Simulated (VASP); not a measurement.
Here is a VASP 6.6.1 calculation.

INCAR

```
SYSTEM = MoS2
ALGO = Normal
EDIFF = 1E-7
ENCUT = 520
GGA = PE
ISIF = 2
ISMEAR = -1
LASPH = .TRUE.
LCHARG = .FALSE.
LREAL = .FALSE.
LWAVE = .FALSE.
NBANDS = 20
NELM = 80
PREC = Accurate
SIGMA = 0.05
```

File KPOINTS:

```
k-points
0
G
  8 8 8
  0 0 0
```

POSCAR

```
MoS2
1.0
    0.0000000000      3.0547104832      3.0547104832
    3.0547104832      0.0000000000      3.0547104832
    3.0547104832      3.0547104832      0.0000000000
Mo S
1 2
Direct
    0.0000000000      0.0000000000      0.0000000000
    0.2500000000      0.2500000000      0.2500000000
    0.7500000000      0.7500000000      0.7500000000
```

Potentials or basis: VASP PAW PBE potentials, release 64 (Mo_sv, S).

Run with:

```console
$ cat potpaw_PBE.64/Mo_sv/POTCAR potpaw_PBE.64/S/POTCAR > POTCAR
$ mpirun -np 1 vasp_std > vasp.out
```

Q: Estimate the pressure.

A: -12.2 GPa.

Q: Predict the band gap on the k mesh.

A: Zero (band 13 reaches 7.16 eV, above the bottom of band 14 at 6.24 eV).
